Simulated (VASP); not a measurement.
## MgO: relaxation of cell and atoms with LDA

Crystal: MgO.

```
Mg O
1.0
     0.00000    2.10850    2.10850
     2.10850    0.00000    2.10850
     2.10850    2.10850    0.00000
Mg O
1 1
Direct
  0.00000 0.00000 0.00000
  0.50000 0.50000 0.50000
```

```json
{
  "Program": "VASP 6.6.1",
  "Task": "relaxation of cell and atoms",
  "Functional": "LDA",
  "Potentials or basis": "VASP PAW LDA potentials, release 64 (Mg_sv, O)",
  "Cutoff": "840 eV",
  "k mesh": "10 × 10 × 10",
  "Occupations": "gaussian, width 0.02 eV",
  "Spin": "no spin polarisation",
  "Dipole correction": "no",
  "Further INCAR settings": "ALGO = Normal; EDIFF = 1e-07; IBRION = 2; EDIFFG = -0.002; NSW = 100; ISIF = 3"
}
```

```
Relaxed volume                        : 9.03 Å³/atom
Relaxed cell                          : a = 2.945 Å, b = 2.945 Å, c = 2.945 Å, α = 60.00°, β = 60.00°, γ = 60.00°
Space group after relaxing (to 0.1 Å) : Fm-3m (No. 225)
Energy gained by relaxing             : 6.6 meV/atom
Ionic steps                           : 3
Pressure after relaxing               : 0.0 GPa
Band gap on the k mesh                : 5.00 eV
```

Step by step:
| step | energy change (eV) | largest force (eV/Å) | pressure (GPa) | volume (Å³) |
| --- | --- | --- | --- | --- |
| 1 | 0.0000 | 0.0000 | -6.07 | 18.75 |
| 2 | -0.0109 | 0.0000 | 2.70 | 17.80 |
| 3 | -0.0132 | 0.0000 | 0.00 | 18.07 |

Final structure:
```cif
data_structure
_symmetry_space_group_name_H-M 'P 1'
_symmetry_Int_Tables_number 1
_cell_length_a 2.9455
_cell_length_b 2.9455
_cell_length_c 2.9455
_cell_angle_alpha 60.000
_cell_angle_beta 60.000
_cell_angle_gamma 60.000
_cell_volume 18.07
loop_
_atom_site_label
_atom_site_type_symbol
_atom_site_fract_x
_atom_site_fract_y
_atom_site_fract_z
_atom_site_occupancy
Mg1 Mg 0.00000 0.00000 0.00000 1
O1 O 0.50000 0.50000 0.50000 1
```

Levels at points of the mesh, in eV from the valence-band top:
```tsv
k point	band 5	band 6	band 7	band 8	band 9	band 10	band 11	band 12
(0.00, 0.00, 0.00)	-17.16	0.00	0.00	0.00	5.00	15.71	15.71	15.71
(0.50, 0.00, 0.00)	-15.69	-4.84	-0.71	-0.71	7.95	12.79	16.35	16.35
(0.50, 0.50, 0.00)	-15.45	-4.26	-1.41	-1.41	8.93	10.09	13.25	19.15
```

Wall time 23 s on 1 thread of Intel(R) Xeon(R) 6975P-C (Granite Rapids), on a shared host, peak memory 0.15 GiB.

As with any semilocal functional, this LDA gap is likely too small. Zero-point motion and thermal expansion aren't in these numbers.
